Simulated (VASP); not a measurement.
Crystal: GaN.

```
Ga N
1.0
     0.00000    2.25350    2.25350
     2.25350    0.00000    2.25350
     2.25350    2.25350    0.00000
Ga N
1 1
Direct
  0.00000 0.00000 0.00000
  0.25000 0.25000 0.25000
```

Base run:

```yaml
Program: VASP 6.6.1
Functional: b88 exchange, pbe correlation
Potentials_or_basis: VASP PAW PBE potentials, release 64 (Ga_d, N)
Cutoff: 600 eV
k_mesh: 10 × 10 × 10
Occupations: fermi-dirac, width 0.05 eV
Spin: no spin polarisation
```

Its results: band gap on the k mesh 1.73 eV; pressure 4.5 GPa.

Q: After a change of settings the same cell gave: band gap on the k mesh 2.86 eV; pressure -1.7 GPa. Which change was it?
A. functional from b88 exchange, pbe correlation to r2SCANh; cutoff from 600 eV to 520 eV; k mesh from 10 × 10 × 10 to 5 × 5 × 5
B. functional from b88 exchange, pbe correlation to BHLYP; cutoff from 600 eV to 520 eV; k mesh from 10 × 10 × 10 to 6 × 6 × 6
C. functional from b88 exchange, pbe correlation to r2SCAN; cutoff from 600 eV to 520 eV; dispersion from none to D4
D. functional from b88 exchange, pbe correlation to PBE-based screened hybrid with 25 % exact exchange; cutoff from 600 eV to 520 eV; k mesh from 10 × 10 × 10 to 5 × 5 × 5

A: A.

Caveats: some runs use coarse meshes; the PAW data sets were made with another functional, which shifts forces and pressure a little; the cell stands under pressure (at least some runs).
